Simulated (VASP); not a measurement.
# Si (I4/mmm) in VASP: notebook

Runs on Si. Level: LDA. Tasks: single point.

Program: VASP 6.6.1. These are calculated values, not measurements. Logs are shortened: lines on timing, memory, paths and dates and some standing lists are left out, and cuts for length are marked.

### Step 1. The cell of the first run

It takes space group I4/mmm (No. 139, tetragonal). The conventional cell has a = 3.205 Å, b = 3.205 Å, c = 2.641 Å, α = 90.00°, β = 90.00°, γ = 90.00°. Within 3.5 Å of Si (site symmetry 4/mmm) lie 14 Si at 2.62 to 3.21 Å.

### Step 2. Single point, LDA (strain -0.015 along x and y, +0.000 along z)

INCAR

```
PREC = Accurate
ENCUT = 520
EDIFF = 1E-6
ISMEAR = 0
SIGMA = 0.15
LREAL = F
LASPH = T
NELM = 80
ALGO = Normal
ISIF = 2
LWAVE = F
LCHARG = F
GGA = CA
NBANDS = 8
```

KPOINTS

```
regular mesh
0
Gamma
  22 22 22
```

POSCAR

```
Si
1.0
   -1.6025112060      1.6025112060      1.3203298500
    1.6025112060     -1.6025112060      1.3203298500
    1.6025112060      1.6025112060     -1.3203298500
Si
1
Direct
    0.0000000000      0.0000000000      0.0000000000
```

Potentials or basis: VASP PAW LDA potentials, release 64 (Si).

The run is started by

```bash
$ cat potpaw_LDA.64/Si/POTCAR > POTCAR
$ mpirun -np 1 vasp_std > vasp.out
```

OUTCAR:

```text
PREC = Accurate
   ENCUT = 520
   EDIFF = 1E-6
   ISMEAR = 0
   LREAL = F
   LASPH = T
   NELM = 80
   ISIF = 2
   GGA = CA

 ion  position               nearest neighbor table
   1  0.000  0.000  0.000-

  LATTYP: Found a body centered tetragonal cell.
 ALAT       =     3.2050224120
 C/A-ratio  =     0.8239130217

  Lattice vectors:

 A1 = (  -1.6025112060,   1.6025112060,   1.3203298500)
 A2 = (   1.6025112060,  -1.6025112060,   1.3203298500)
 A3 = (   1.6025112060,   1.6025112060,  -1.3203298500)

Analysis of symmetry for initial positions (statically):
=====================================================================
 Subroutine PRICEL returns:
 Original cell was already a primitive cell.

 Routine SETGRP: Setting up the symmetry group for a
 body centered tetragonal supercell.

 Subroutine GETGRP returns: Found 16 space group operations
 (whereof 16 operations were pure point group operations)
 out of a pool of 16 trial point group operations.

The static configuration has the point symmetry D_4h.

Analysis of symmetry for dynamics (positions and initial velocities):
=====================================================================
 Subroutine PRICEL returns:
 Original cell was already a primitive cell.

 Routine SETGRP: Setting up the symmetry group for a
 body centered tetragonal supercell.

 Subroutine GETGRP returns: Found 16 space group operations
 (whereof 16 operations were pure point group operations)
 out of a pool of 16 trial point group operations.

The dynamic configuration has the point symmetry D_4h.

 Subroutine INISYM returns: Found 16 space group operations
 (whereof 16 operations are pure point group operations),
 and found     1 'primitive' translations

----------------------------------------------------------------------------------------

                                     Primitive cell

  volume of cell :      13.5627

  direct lattice vectors                    reciprocal lattice vectors
    -1.602511206  1.602511206  1.320329850     0.000000000  0.312010299  0.378693249
     1.602511206 -1.602511206  1.320329850     0.312010299  0.000000000  0.378693249
     1.602511206  1.602511206 -1.320329850     0.312010299  0.312010299  0.000000000

  length of vectors
     2.622852501  2.622852501  2.622852501     0.490671991  0.490671991  0.441249196

  position of ions in fractional coordinates (direct lattice)
     0.000000000  0.000000000  0.000000000

  ion indices of the primitive-cell ions
   primitive index   ion index
                 1           1

----------------------------------------------------------------------------------------

 KPOINTS: regular mesh

Automatic generation of k-mesh.
 Grid dimensions read from file:
 generate k-points for:   22   22   22

 Generating k-lattice:

  Cartesian coordinates                     Fractional coordinates (reciprocal lattice)
     0.000000000  0.014182286  0.017213329     0.045454545 -0.000000000  0.000000000
     0.014182286  0.000000000  0.017213329    -0.000000000  0.045454545  0.000000000
     0.014182286  0.014182286  0.000000000     0.000000000  0.000000000  0.045454545

  Length of vectors
     0.022303272  0.022303272  0.020056782

  Shift w.r.t. Gamma in fractional coordinates (k-lattice)
     0.000000000  0.000000000  0.000000000

 Subroutine IBZKPT returns following result:
 ===========================================

 Found    834 irreducible k-points:

 Following reciprocal coordinates:
            Coordinates               Weight
  0.000000  0.000000  0.000000      1.000000
  0.045455 -0.000000  0.000000      8.000000
  0.090909 -0.000000  0.000000      8.000000
  0.136364 -0.000000  0.000000      8.000000
  0.181818 -0.000000  0.000000      8.000000
  0.227273 -0.000000  0.000000      8.000000
[... 16 lines left out ...]
  0.500000  0.045455  0.000000     16.000000
 -0.454545  0.045455 -0.000000     16.000000
 [... further k-points ...]
   k-points           NKPTS =    834   k-points in BZ     NKDIM =    834   number of bands    NBANDS=      8
   number of dos      NEDOS =    301   number of ions     NIONS =      1
   total plane-waves  NPLWV =   8000
   dimension x,y,z NGX =    20 NGY =   20 NGZ =   20
   dimension x,y,z NGXF=    40 NGYF=   40 NGZF=   40
   ions per type =               1
   NGX,Y,Z   is equivalent  to a cutoff of  12.68, 12.68, 12.68 a.u.
   NGXF,Y,Z  is equivalent  to a cutoff of  25.35, 25.35, 25.35 a.u.
 SYSTEM =  unknown system
   PREC   = accura    normal or accurate (medium, high low for compatibility)
   ISTART =      0    job   : 0-new  1-cont  2-samecut
   ICHARG =      2    charge: 1-file 2-atom 10-const
   ISPIN  =      1    spin polarized calculation?
   LNONCOLLINEAR =      F non collinear calculations
   LSORBIT =      F    spin-orbit coupling
   LASPH  =      T    aspherical Exc in radial PAW
   ENCUT  =  520.0 eV  38.22 Ry    6.18 a.u.   4.88  4.88  4.88*2*pi/ulx,y,z
   NELM   =     80;   NELMIN=  2; NELMDL= -5     # of ELM steps
   EDIFF  = 0.1E-05   stopping-criterion for ELM
   LREAL  =      F    real-space projection
   EDIFFG = 0.1E-04   stopping-criterion for IOM
   NSW    =      0    number of steps for IOM
   IBRION =     -1    ionic relax: 0-MD 1-quasi-New 2-CG
   NFREE  =      0    steps in history (QN), initial steepest desc. (CG)
   ISIF   =      2    stress and relaxation
   ISYM   =      2    0-nonsym 1-usesym 2-fastsym
   POTIM  = 0.5000    time-step for ionic-motion
   TEBEG  =    0.0;   TEEND  =   0.0 temperature during run
   PSTRESS=    0.0 pullay stress
   NELECT =       4.0000    total number of electrons
   NUPDOWN=      -1.0000    fix difference up-down
   EMIN   =  10.00;   EMAX   =-10.00  energy-range for DOS
   EFERMI =   0.00;   METHOD = LEGACY
   ISMEAR =     0;   SIGMA  =   0.15  broadening in eV -4-tet -1-fermi 0-gaus
   EFERMI_NEDOS =   21; number of points for ismear=-14 and -15
   IALGO  =     38    algorithm
   IMIX   =      4    mixing-type and parameters
     AMIX     =   0.40;   BMIX     =  1.00
     AMIX_MAG =   1.60;   BMIX_MAG =  1.00
  volume/ion in A,a.u.               =      13.56        91.53
  Fermi-wavevector in a.u.,A,eV,Ry     =   1.089716  2.059265 16.156657  1.187481
  Thomas-Fermi vector in A             =   2.225925
   LORBIT       =      0    0 simple, 1 ext, 2 COOP (PROOUT), +10 PAW based schemes
   GGA     = CA    functional components
   LHFCALC =     F    Hartree Fock is set to
   AEXX    =    0.0000 exact exchange contribution
   IVDW    =     0    specifies the selected vdW correction
   LEPSILON=     F    determine dielectric tensor
   LRPA    =     F    only Hartree local field effects (RPA)
 non-spin polarized calculation
 Gauss-broadening in eV      SIGMA  =   0.15
  energy-cutoff  :      520.00
  volume of cell :       13.56
 maximum number of plane-waves:       378
   NGX =  9   NGY =  9   NGZ =  9

 number of electron       4.0000000 magnetization

 Free energy of the ion-electron system (eV)
  ---------------------------------------------------
  ext. energy  EPLUGINS =         0.00000000
  ---------------------------------------------------
  free energy    TOTEN  =        -5.56223638 eV

  energy without entropy =       -5.55781996  energy(sigma->0) =       -5.56002817

 E-fermi :  10.9662     XC(G=0): -11.5190

 val. band max:       10.9624176572   @ k =  -0.1364  -0.3182   0.1364
 cond. band min:      10.9729447986   @ k =  -0.2727  -0.2727   0.1818
 fundamental gap:      0.0105271414
 Fermi energy:        10.9661864017

 k-point     1 :       0.0000    0.0000    0.0000
  band No.  band energies     occupation
      1      -4.0072      2.00000
      2      20.8165      0.00000
      3      21.5027      0.00000
      4      21.5027      0.00000
      5      24.3338      0.00000
      6      24.9145      0.00000
      7      26.0905      0.00000
      8      26.0905      0.00000

 k-point     2 :       0.0455   -0.0000    0.0000
  band No.  band energies     occupation
      1      -3.9351      2.00000
      2      20.0807      0.00000
      3      21.2696      0.00000
      4      22.2670      0.00000
      5      23.6035      0.00000
      6      25.2993      0.00000
      7      25.7504      0.00000
      8      26.0217      0.00000

 k-point     3 :       0.0909   -0.0000    0.0000
  band No.  band energies     occupation
      1      -3.7189      2.00000
      2      19.1772      0.00000
      3      20.7335      0.00000
      4      22.0119      0.00000
      5      22.9885      0.00000
      6      25.3182      0.00000
      7      25.5553      0.00000
      8      26.2506      0.00000

 k-point     4 :       0.1364   -0.0000    0.0000
  band No.  band energies     occupation
      1      -3.3590      2.00000
      2      18.3694      0.00000
      3      19.8865      0.00000
      4      20.2614      0.00000
      5      22.6501      0.00000
      6      24.9756      0.00000
      7      25.9385      0.00000
      8      27.2855      0.00000

 k-point     5 :       0.1818   -0.0000    0.0000
  band No.  band energies     occupation
      1      -2.8562      2.00000
      2      17.6766      0.00000
      3      17.8437      0.00000
      4      19.5940      0.00000
      5      21.7210      0.00000
      6      24.1982      0.00000
      7      27.2898      0.00000
      8      28.5045      0.00000
[... 177 lines left out ...]
 k-point    22 :       0.4545    0.0455    0.0000
  band No.  band energies     occupation
      1       3.9507      2.00000
      2       5.2427      2.00000
      3      15.3992      0.00000
      4      16.6837      0.00000
      5      18.7140      0.00000
      6      20.9210      0.00000
      7      29.4283      0.00000
      8      33.8207      0.00000

 k-point    23 :       0.5000    0.0455    0.0000
  band No.  band energies     occupation
      1       3.6779      2.00000
      2       5.5406      2.00000
      3      15.1826      0.00000
      4      16.8675      0.00000
      5      18.6423      0.00000
      6      21.0773      0.00000
      7      29.9577      0.00000
      8      33.3212      0.00000

 k-point    24 :      -0.4545    0.0455   -0.0000
  band No.  band energies     occupation
      1       2.3124      2.00000
      2       7.1821      2.00000
      3      15.0751      0.00000
      4      17.1495      0.00000
      5      18.7044      0.00000
      6      21.3928      0.00000
      7      30.2597      0.00000
      8      33.2662      0.00000

 [... further k-points ...]
[... 5 lines left out ...]
  --------------------------------------------------------------------------------------
  -------------------------------------------------------------------------------------
  Total        0.2994740      0.2994740      0.1356968      0.0000000      0.0000000      0.0000000
  in kB       35.3773368     35.3773368     16.0300812      0.0000000      0.0000000      0.0000000
  external PRESSURE =      28.9282516 kB  Pullay stress =       0.0000000 kB

 VOLUME and BASIS-vectors are now :
 -----------------------------------------------------------------------------
  energy-cutoff  :      520.00
  volume of cell :       13.56
      direct lattice vectors                 reciprocal lattice vectors
    -1.602511206  1.602511206  1.320329850     0.000000000  0.312010299  0.378693249
     1.602511206 -1.602511206  1.320329850     0.312010299  0.000000000  0.378693249
     1.602511206  1.602511206 -1.320329850     0.312010299  0.312010299  0.000000000

 POSITION                                       TOTAL-FORCE (eV/Angst)
 -----------------------------------------------------------------------------------
      0.00000      0.00000      0.00000         0.000000      0.000000     -0.000000
 -----------------------------------------------------------------------------------
    total drift:                                0.000000      0.000000      0.000000

  FREE ENERGIE OF THE ION-ELECTRON SYSTEM (eV)
  ---------------------------------------------------
  free  energy   TOTEN  =        -5.5622363765 eV

  energy  without entropy=       -5.5578199554  energy(sigma->0) =       -5.56002817
```

Run time: 24 s. Hardware: 1 thread of Intel Xeon Platinum 8559C (Emerald Rapids), shared host; peak memory 0.17 GiB.

Results:

| Item | Value |
| --- | --- |
| Free energy | -5.5622 eV |
| Pressure | 2.9 GPa |
| Band gap on the k mesh | zero (band 2 reaches 20.99 eV, above the bottom of band 3 at 7.08 eV) |

Caveat: the cell differs from its parent crystal (strain -0.015 along x and y, +0.000 along z).

### Step 3. Single point, LDA (strain +0.000 along x and y, -0.015 along z)

INCAR

```
PREC = Accurate
ENCUT = 520
EDIFF = 1E-7
ISMEAR = 0
SIGMA = 0.15
LREAL = F
LASPH = T
NELM = 80
ALGO = Normal
ISIF = 2
LWAVE = F
LCHARG = F
NBANDS = 8
```

KPOINTS is that of step 2.

POSCAR

```
Si
1.0
   -1.6269149300      1.6269149300      1.3005249022
    1.6269149300     -1.6269149300      1.3005249022
    1.6269149300      1.6269149300     -1.3005249022
Si
1
Direct
    0.0000000000      0.0000000000      0.0000000000
```

Potentials or basis: VASP PAW LDA potentials, release 64 (Si).

The run is started by

```bash
$ cat potpaw_LDA.64/Si/POTCAR > POTCAR
$ mpirun -np 1 vasp_std > vasp.out
```

Wall time 24 s (1 thread of Intel Xeon Platinum 8559C (Emerald Rapids), shared host); peak memory 0.17 GiB.

It converged, with:

- Free energy: -5.5657 eV
- Pressure: 1.4 GPa
- Band gap on the k mesh: zero (band 2 reaches 20.34 eV, above the bottom of band 3 at 7.16 eV)

Stress tensor (GPa, compression positive):
```
1.17 0.00 0.00
0.00 1.17 0.00
0.00 0.00 1.96
```

Levels at points of the mesh, in eV from the Fermi level:
```csv
k point,band 1,band 2,band 3,band 4,band 5
"(0.00, 0.00, 0.00)",-14.83,9.42,9.99,9.99,12.80
"(0.50, 0.00, 0.00)",-6.47,-6.00,4.81,6.27,6.51
"(0.50, 0.50, 0.00)",-8.68,-7.50,9.41,11.88,11.94
"(0.50, 0.50, 0.50)",-2.53,-2.53,-1.68,1.10,4.61
```

Caveat: the cell differs from its parent crystal (strain +0.000 along x and y, -0.015 along z).
